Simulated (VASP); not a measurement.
# AlN (P6_3mc) in VASP: a series of runs

Runs on AlN. Level: PBEsol. Tasks: single point.

Program: VASP 6.6.1. These are calculated values, not measurements. Logs are shortened: lines on timing, memory, paths and dates and some standing lists are left out, and cuts for length are marked.

### Step 1. The cell of the first run

The structure is hexagonal, space group P6_3mc (No. 186). The conventional cell has a = 3.132 Å, b = 3.132 Å, c = 5.011 Å, α = 90.00°, β = 90.00°, γ = 120.00°. Within 2.5 Å of Al (site symmetry 3m) lie 4 N at 1.90 to 1.93 Å. N (site symmetry 3m) has 4 Al at 1.90 to 1.93 Å within 2.5 Å.

### Step 2. Single point, PBEsol (volume scaled by 1.02)

INCAR reads:

```
SYSTEM = AlN
PREC = Accurate
ENCUT = 520
EDIFF = 1E-6
ISMEAR = -1
SIGMA = 0.03
LREAL = .FALSE.
LASPH = .TRUE.
NELM = 100
ALGO = Normal
ISIF = 2
LWAVE = .FALSE.
LCHARG = .FALSE.
GGA = PS
NBANDS = 16
```

KPOINTS reads:

```
regular mesh
0
G
  10 10 6
  0 0 0
```

POSCAR reads:

```
AlN
1.0
    3.1316054153      0.0000000000      0.0000000000
   -1.5658027076      2.7120498443      0.0000000000
    0.0000000000      0.0000000000      5.0109678482
Al N
2 2
Direct
    0.3333333333      0.6666666667      0.0000000000
    0.6666666667      0.3333333333      0.5000000000
    0.3333333333      0.6666666667      0.3850000000
    0.6666666667      0.3333333333      0.8850000000
```

Potentials or basis: VASP PAW PBE potentials, release 64 (Al, N).

Launch:

```console
$ cat potpaw_PBE.64/Al/POTCAR potpaw_PBE.64/N/POTCAR > POTCAR
$ mpirun -np 1 vasp_std > vasp.out
```

OUTCAR:

```text
SYSTEM = AlN
   PREC = Accurate
   ENCUT = 520
   EDIFF = 1E-6
   ISMEAR = -1
   LREAL = .FALSE.
   LASPH = .TRUE.
   NELM = 100
   ISIF = 2
   GGA = PS

 ion  position               nearest neighbor table
   1  0.333  0.667  0.000-   4 1.90   4 1.90   4 1.90   3 1.93   2 3.09   2 3.09   2 3.09   2 3.09
                             2 3.09   2 3.09
   2  0.667  0.333  0.500-   3 1.90   3 1.90   3 1.90   4 1.93   1 3.09   1 3.09   1 3.09   1 3.09
                             1 3.09   1 3.09
   3  0.333  0.667  0.385-   2 1.90   2 1.90   2 1.90   1 1.93
   4  0.667  0.333  0.885-   1 1.90   1 1.90   1 1.90   2 1.93

  LATTYP: Found a hexagonal cell.
 ALAT       =     3.1316054153
 C/A-ratio  =     1.6001274694

  Lattice vectors:

 A1 = (   3.1316054153,   0.0000000000,   0.0000000000)
 A2 = (  -1.5658027076,   2.7120498443,   0.0000000000)
 A3 = (   0.0000000000,   0.0000000000,   5.0109678482)

Analysis of symmetry for initial positions (statically):
=====================================================================
 Subroutine PRICEL returns:
 Original cell was already a primitive cell.

 Routine SETGRP: Setting up the symmetry group for a
 hexagonal supercell.

 Subroutine GETGRP returns: Found 12 space group operations
 (whereof  6 operations were pure point group operations)
 out of a pool of 24 trial point group operations.

The static configuration has the point symmetry C_3v.
 The point group associated with its full space group is C_6v.

Analysis of symmetry for dynamics (positions and initial velocities):
=====================================================================
 Subroutine PRICEL returns:
 Original cell was already a primitive cell.

 Routine SETGRP: Setting up the symmetry group for a
 hexagonal supercell.

 Subroutine GETGRP returns: Found 12 space group operations
 (whereof  6 operations were pure point group operations)
 out of a pool of 24 trial point group operations.

The dynamic configuration has the point symmetry C_3v.
 The point group associated with its full space group is C_6v.

 Subroutine INISYM returns: Found 12 space group operations
 (whereof  6 operations are pure point group operations),
 and found     1 'primitive' translations

----------------------------------------------------------------------------------------

                                     Primitive cell

  volume of cell :      42.5585

  direct lattice vectors                    reciprocal lattice vectors
     3.131605415  0.000000000  0.000000000     0.319325032  0.184362393  0.000000000
    -1.565802708  2.712049844  0.000000000     0.000000000  0.368724787  0.000000000
     0.000000000  0.000000000  5.010967848     0.000000000  0.000000000  0.199562246

  length of vectors
     3.131605415  3.131605415  5.010967848     0.368724787  0.368724787  0.199562246

  position of ions in fractional coordinates (direct lattice)
     0.333333333  0.666666667  0.000000000
     0.666666667  0.333333333  0.500000000
     0.333333333  0.666666667  0.385000000
     0.666666667  0.333333333  0.885000000

  ion indices of the primitive-cell ions
   primitive index   ion index
                 1           1
                 2           2
                 3           3
                 4           4

----------------------------------------------------------------------------------------

 KPOINTS: regular mesh

Automatic generation of k-mesh.
 Grid dimensions read from file:
 generate k-points for:   10   10    6

 Generating k-lattice:

  Cartesian coordinates                     Fractional coordinates (reciprocal lattice)
     0.031932503  0.018436239  0.000000000     0.100000000  0.000000000  0.000000000
     0.000000000  0.036872479  0.000000000     0.000000000  0.100000000  0.000000000
     0.000000000  0.000000000  0.033260374     0.000000000  0.000000000  0.166666667

  Length of vectors
     0.036872479  0.036872479  0.033260374

  Shift w.r.t. Gamma in fractional coordinates (k-lattice)
     0.000000000  0.000000000  0.000000000

 Subroutine IBZKPT returns following result:
 ===========================================

 Found     56 irreducible k-points:

 Following reciprocal coordinates:
            Coordinates               Weight
  0.000000  0.000000  0.000000      1.000000
  0.100000  0.000000  0.000000      6.000000
  0.200000  0.000000  0.000000      6.000000
  0.300000 -0.000000  0.000000      6.000000
  0.400000 -0.000000  0.000000      6.000000
  0.500000 -0.000000  0.000000      3.000000
[... 16 lines left out ...]
  0.300000  0.100000  0.166667     24.000000
  0.400000  0.100000  0.166667     24.000000
 [... further k-points ...]
   k-points           NKPTS =     56   k-points in BZ     NKDIM =     56   number of bands    NBANDS=     16
   number of dos      NEDOS =    301   number of ions     NIONS =      4
   total plane-waves  NPLWV =  23040
   dimension x,y,z NGX =    24 NGY =   24 NGZ =   40
   dimension x,y,z NGXF=    48 NGYF=   48 NGZF=   80
   ions per type =               2   2
   NGX,Y,Z   is equivalent  to a cutoff of  12.74, 12.74, 13.27 a.u.
   NGXF,Y,Z  is equivalent  to a cutoff of  25.48, 25.48, 26.54 a.u.
 SYSTEM =  AlN
   PREC   = accura    normal or accurate (medium, high low for compatibility)
   ISTART =      0    job   : 0-new  1-cont  2-samecut
   ICHARG =      2    charge: 1-file 2-atom 10-const
   ISPIN  =      1    spin polarized calculation?
   LNONCOLLINEAR =      F non collinear calculations
   LSORBIT =      F    spin-orbit coupling
   LASPH  =      T    aspherical Exc in radial PAW
   ENCUT  =  520.0 eV  38.22 Ry    6.18 a.u.   5.82  5.82  9.32*2*pi/ulx,y,z
   NELM   =    100;   NELMIN=  2; NELMDL= -5     # of ELM steps
   EDIFF  = 0.1E-05   stopping-criterion for ELM
   LREAL  =      F    real-space projection
   EDIFFG = 0.1E-04   stopping-criterion for IOM
   NSW    =      0    number of steps for IOM
   IBRION =     -1    ionic relax: 0-MD 1-quasi-New 2-CG
   NFREE  =      0    steps in history (QN), initial steepest desc. (CG)
   ISIF   =      2    stress and relaxation
   ISYM   =      2    0-nonsym 1-usesym 2-fastsym
   POTIM  = 0.5000    time-step for ionic-motion
   TEBEG  =    0.0;   TEEND  =   0.0 temperature during run
   PSTRESS=    0.0 pullay stress
   NELECT =      16.0000    total number of electrons
   NUPDOWN=      -1.0000    fix difference up-down
   EMIN   =  10.00;   EMAX   =-10.00  energy-range for DOS
   EFERMI =   0.00;   METHOD = LEGACY
   ISMEAR =    -1;   SIGMA  =   0.03  broadening in eV -4-tet -1-fermi 0-gaus
   EFERMI_NEDOS =   21; number of points for ismear=-14 and -15
   IALGO  =     38    algorithm
   IMIX   =      4    mixing-type and parameters
     AMIX     =   0.40;   BMIX     =  1.00
     AMIX_MAG =   1.60;   BMIX_MAG =  1.00
  volume/ion in A,a.u.               =      10.64        71.80
  Fermi-wavevector in a.u.,A,eV,Ry     =   1.181552  2.232809 18.994609  1.396064
  Thomas-Fermi vector in A             =   2.317823
   LORBIT       =      0    0 simple, 1 ext, 2 COOP (PROOUT), +10 PAW based schemes
   GGA     = PS    functional components
   LHFCALC =     F    Hartree Fock is set to
   AEXX    =    0.0000 exact exchange contribution
   IVDW    =     0    specifies the selected vdW correction
   LEPSILON=     F    determine dielectric tensor
   LRPA    =     F    only Hartree local field effects (RPA)
 non-spin polarized calculation
  energy-cutoff  :      520.00
  volume of cell :       42.56
 maximum number of plane-waves:      1170
 NGX is ok and might be reduce to    24
   NGX = 11   NGY = 11   NGZ = 19

 number of electron      15.9999999 magnetization

 Free energy of the ion-electron system (eV)
  ---------------------------------------------------
  ext. energy  EPLUGINS =         0.00000000
  ---------------------------------------------------
  free energy    TOTEN  =       -31.30247313 eV

  energy without entropy =      -31.30247313  energy(sigma->0) =      -31.30247313

 E-fermi :   6.5689     XC(G=0): -11.0257

 val. band max:        5.9377594544   @ k =   0.0000   0.0000   0.0000
 cond. band min:       9.8562276062   @ k =   0.0000   0.0000   0.0000
 fundamental gap:      3.9184681518
 Fermi energy:         6.5688662641

 k-point     1 :       0.0000    0.0000    0.0000
  band No.  band energies     occupation
      1      -9.1710      2.00000
      2      -7.0454      2.00000
      3      -0.0663      2.00000
      4       4.9973      2.00000
      5       4.9973      2.00000
      6       5.6481      2.00000
[... 8 lines left out ...]
     15      18.7246      0.00000
     16      18.7246      0.00000

 k-point     2 :       0.1000    0.0000    0.0000
  band No.  band energies     occupation
      1      -9.0452      2.00000
      2      -6.9745      2.00000
      3       0.0839      2.00000
      4       4.4184      2.00000
      5       4.8356      2.00000
      6       5.0767      2.00000
[... 8 lines left out ...]
     15      18.6752      0.00000
     16      18.8084      0.00000

 k-point     3 :       0.2000    0.0000    0.0000
  band No.  band energies     occupation
      1      -8.6839      2.00000
      2      -6.7894      2.00000
      3       0.5233      2.00000
      4       3.1177      2.00000
      5       3.9730      2.00000
      6       4.4838      2.00000
[... 8 lines left out ...]
     15      17.8940      0.00000
     16      18.3692      0.00000

 k-point     4 :       0.3000   -0.0000    0.0000
  band No.  band energies     occupation
      1      -8.1433      2.00000
      2      -6.5803      2.00000
      3       1.2096      2.00000
      4       1.7724      2.00000
      5       2.8684      2.00000
      6       4.1252      2.00000
[... 8 lines left out ...]
     15      17.6515      0.00000
     16      19.5473      0.00000

 k-point     5 :       0.4000   -0.0000    0.0000
  band No.  band energies     occupation
      1      -7.5518      2.00000
      2      -6.4906      2.00000
      3       0.7935      2.00000
      4       1.9818      2.00000
      5       2.0965      2.00000
      6       3.8721      2.00000
[... 8 lines left out ...]
     15      18.0192      0.00000
     16      20.6371      0.00000

 k-point     6 :       0.5000   -0.0000    0.0000
  band No.  band energies     occupation
      1      -7.2247      2.00000
      2      -6.5367      2.00000
      3       0.4402      2.00000
      4       1.7153      2.00000
      5       2.5726      2.00000
      6       3.7820      2.00000
[... 8 lines left out ...]
     15      18.3968      0.00000
     16      20.6327      0.00000
[... 267 lines left out ...]
 k-point    21 :       0.1000    0.1000    0.1667
  band No.  band energies     occupation
      1      -8.7015      2.00000
      2      -7.0268      2.00000
      3       0.6707      2.00000
      4       3.7946      2.00000
      5       3.8055      2.00000
      6       4.7172      2.00000
[... 8 lines left out ...]
     15      18.0710      0.00000
     16      18.9561      0.00000

 k-point    22 :       0.2000    0.1000    0.1667
  band No.  band energies     occupation
      1      -8.2567      2.00000
      2      -6.7927      2.00000
      3       1.0527      2.00000
      4       2.5738      2.00000
      5       3.0311      2.00000
      6       4.2151      2.00000
[... 8 lines left out ...]
     15      18.0077      0.00000
     16      19.3173      0.00000

 k-point    23 :       0.3000    0.1000    0.1667
  band No.  band energies     occupation
      1      -7.6949      2.00000
      2      -6.5894      2.00000
      3       0.9909      2.00000
      4       1.8295      2.00000
      5       2.5898      2.00000
      6       3.7453      2.00000
[... 8 lines left out ...]
     15      17.9561      0.00000
     16      19.9949      0.00000

 k-point    24 :       0.4000    0.1000    0.1667
  band No.  band energies     occupation
      1      -7.2063      2.00000
      2      -6.5500      2.00000
      3       0.4835      2.00000
      4       1.4869      2.00000
      5       2.8409      2.00000
      6       3.5847      2.00000
[... 8 lines left out ...]
     15      18.1986      0.00000
     16      20.4695      0.00000

 [... further k-points ...]
[... 5 lines left out ...]
  --------------------------------------------------------------------------------------
  -------------------------------------------------------------------------------------
  Total       -0.7564737     -0.7564737     -1.1529868     -0.0000000      0.0000000      0.0000000
  in kB      -28.4785633    -28.4785633    -43.4058817     -0.0000000      0.0000000      0.0000000
  external PRESSURE =     -33.4543361 kB  Pullay stress =       0.0000000 kB

 VOLUME and BASIS-vectors are now :
 -----------------------------------------------------------------------------
  energy-cutoff  :      520.00
  volume of cell :       42.56
      direct lattice vectors                 reciprocal lattice vectors
     3.131605415  0.000000000  0.000000000     0.319325032  0.184362393  0.000000000
    -1.565802708  2.712049844  0.000000000     0.000000000  0.368724787  0.000000000
     0.000000000  0.000000000  5.010967848     0.000000000  0.000000000  0.199562246

 POSITION                                       TOTAL-FORCE (eV/Angst)
 -----------------------------------------------------------------------------------
     -0.00000      1.80803      0.00000         0.000000      0.000000      0.176763
      1.56580      0.90402      2.50548         0.000000     -0.000000      0.176763
     -0.00000      1.80803      1.92922        -0.000000      0.000000     -0.176763
      1.56580      0.90402      4.43471         0.000000     -0.000000     -0.176763
 -----------------------------------------------------------------------------------
    total drift:                               -0.000000      0.000000      0.000613

  FREE ENERGIE OF THE ION-ELECTRON SYSTEM (eV)
  ---------------------------------------------------
  free  energy   TOTEN  =       -31.3024731285 eV

  energy  without entropy=      -31.3024731285  energy(sigma->0) =      -31.30247313
```

It took 28 s on 1 thread of Intel Xeon 6975P-C (Granite Rapids), shared host; peak memory 0.17 GiB.

What came out:

```
Free energy            : -31.3025 eV
Pressure               : -3.3 GPa
Largest force          : 0.177 eV/Å
Band gap on the k mesh : 3.92 eV, direct
```

Forces in eV/Å, atoms in the order of the input:
```
Al   0.000  0.000  0.177
Al   0.000  0.000  0.177
N    0.000  0.000 -0.177
N    0.000  0.000 -0.177
```

Levels at points of the mesh, in eV from the valence-band top:
| k point | band 5 | band 6 | band 7 | band 8 | band 9 | band 10 | band 11 | band 12 |
| --- | --- | --- | --- | --- | --- | --- | --- | --- |
| (0.00, 0.00, 0.00) | -0.94 | -0.29 | -0.29 | 0.00 | 3.92 | 6.36 | 10.34 | 10.84 |
| (0.50, 0.00, 0.00) | -3.37 | -2.16 | -1.80 | -0.76 | 5.57 | 5.61 | 7.87 | 9.97 |
| (0.00, 0.00, 0.50) | -0.62 | -0.62 | -0.62 | -0.62 | 6.19 | 6.19 | 10.02 | 10.02 |
| (0.50, 0.00, 0.50) | -1.54 | -1.54 | -1.39 | -1.39 | 5.08 | 5.08 | 8.95 | 8.95 |

Caveat: the PAW data sets were made with another functional, which shifts forces and pressure a little.

### Step 3. Single point, PBEsol (zz strain of +2 %)

INCAR reads:

```
  PREC = Accurate
  ENCUT = 520
  EDIFF = 1E-7
  ISMEAR = -1
  SIGMA = 0.03
  LREAL = False
  LASPH = True
  NELM = 80
  ALGO = Normal
  ISIF = 2
  LWAVE = False
  LCHARG = True
  GGA = PS
  LELF = True
  LVHAR = True
  NBANDS = 16
```

KPOINTS reads:

```
Automatic mesh
0
Gamma
  10 10 6
```

POSCAR reads:

```
AlN
1.0
    3.1110021516      0.0000000000      0.0000000000
   -1.5555010758      2.6942068945      0.0000000000
    0.0000000000      0.0000000000      5.0775600000
Al N
2 2
Direct
    0.3333333333      0.6666666667      0.0000000000
    0.6666666667      0.3333333333      0.5000000000
    0.3333333333      0.6666666667      0.3850000000
    0.6666666667      0.3333333333      0.8850000000
```

Potentials or basis: VASP PAW PBE potentials, release 64 (Al, N).

Launch:

```console
$ cat potpaw_PBE.64/Al/POTCAR potpaw_PBE.64/N/POTCAR > POTCAR
$ mpirun -np 1 vasp_std > vasp.out
```

OUTCAR:

```text
PREC = Accurate
   ENCUT = 520
   EDIFF = 1E-7
   ISMEAR = -1
   LREAL = False
   LASPH = True
   NELM = 80
   ISIF = 2
   GGA = PS

 ion  position               nearest neighbor table
   1  0.333  0.667  0.000-   4 1.89   4 1.89   4 1.89   3 1.95   2 3.11   2 3.11   2 3.11   2 3.11
                             2 3.11   2 3.11
   2  0.667  0.333  0.500-   3 1.89   3 1.89   3 1.89   4 1.95   1 3.11   1 3.11   1 3.11   1 3.11
                             1 3.11   1 3.11
   3  0.333  0.667  0.385-   2 1.89   2 1.89   2 1.89   1 1.95
[... 655 lines left out ...]
 [... further k-points ...]
[... 5 lines left out ...]
  --------------------------------------------------------------------------------------
  -------------------------------------------------------------------------------------
  Total       -0.0188650     -0.0188650     -2.3219236      0.0000000      0.0000000      0.0000000
  in kB       -0.7102008     -0.7102008    -87.4122262      0.0000000      0.0000000      0.0000000
  external PRESSURE =     -29.6108760 kB  Pullay stress =       0.0000000 kB

 VOLUME and BASIS-vectors are now :
 -----------------------------------------------------------------------------
  energy-cutoff  :      520.00
  volume of cell :       42.56
      direct lattice vectors                 reciprocal lattice vectors
     3.111002152  0.000000000  0.000000000     0.321439829  0.185583372  0.000000000
    -1.555501076  2.694206895  0.000000000     0.000000000  0.371166744  0.000000000
     0.000000000  0.000000000  5.077560000     0.000000000  0.000000000  0.196944989

 POSITION                                       TOTAL-FORCE (eV/Angst)
 -----------------------------------------------------------------------------------
     -0.00000      1.79614      0.00000        -0.000000     -0.000000      0.361361
      1.55550      0.89807      2.53878         0.000000      0.000000      0.361361
     -0.00000      1.79614      1.95486         0.000000     -0.000000     -0.361361
      1.55550      0.89807      4.49364        -0.000000     -0.000000     -0.361361
 -----------------------------------------------------------------------------------
    total drift:                               -0.000000      0.000000      0.000784

  FREE ENERGIE OF THE ION-ELECTRON SYSTEM (eV)
  ---------------------------------------------------
  free  energy   TOTEN  =       -31.2846052126 eV

  energy  without entropy=      -31.2846052125  energy(sigma->0) =      -31.28460521
```

OSZICAR:

```text
N       E                     dE             d eps       ncg     rms          rms(c)
DAV:   1     0.409636008621E+02    0.40964E+02   -0.72210E+03  1792   0.892E+02
DAV:   2    -0.321006239151E+02   -0.73064E+02   -0.67088E+02  2552   0.188E+02
DAV:   3    -0.356577489446E+02   -0.35571E+01   -0.35445E+01  2216   0.423E+01
DAV:   4    -0.356794951108E+02   -0.21746E-01   -0.21745E-01  2248   0.376E+00
DAV:   5    -0.356797753147E+02   -0.28020E-03   -0.28020E-03  2240   0.432E-01    0.116E+01
DAV:   6    -0.313341927187E+02    0.43456E+01   -0.96259E+00  2160   0.223E+01    0.414E+00
DAV:   7    -0.313222112000E+02    0.11982E-01   -0.60011E-01  1944   0.537E+00    0.287E+00
DAV:   8    -0.312892024471E+02    0.33009E-01   -0.73863E-02  2000   0.230E+00    0.607E-01
DAV:   9    -0.312843091601E+02    0.48933E-02   -0.12648E-02  2360   0.834E-01    0.253E-01
DAV:  10    -0.312846864470E+02   -0.37729E-03   -0.15331E-03  1920   0.249E-01    0.159E-01
DAV:  11    -0.312846062996E+02    0.80147E-04   -0.13309E-04  2136   0.844E-02    0.324E-02
DAV:  12    -0.312846057851E+02    0.51457E-06   -0.54868E-06  2048   0.201E-02    0.729E-03
DAV:  13    -0.312846051982E+02    0.58691E-06   -0.19864E-06  2320   0.105E-02    0.261E-03
DAV:  14    -0.312846052126E+02   -0.14425E-07   -0.87527E-08  1160   0.256E-03
   1 F= -.31284605E+02 E0= -.31284605E+02  d E =-.460993E-10
```

Run time: 28 s. Hardware: 1 thread of Intel Xeon 6975P-C (Granite Rapids), shared host; peak memory 0.16 GiB.

Results:

| Property | Result |
| --- | --- |
| Free energy | -31.2846 eV |
| Pressure | -3.0 GPa |
| Largest force | 0.361 eV/Å |
| Band gap on the k mesh | 3.96 eV, direct |

Forces in eV/Å, atoms in the order of the input:
```
Al   0.000  0.000  0.361
Al   0.000  0.000  0.361
N    0.000  0.000 -0.361
N    0.000  0.000 -0.361
```

Caveat: the cell differs from its parent crystal (zz strain of +2 %); the PAW data sets were made with another functional, which shifts forces and pressure a little.

(Part 1 of 2 ends here.)
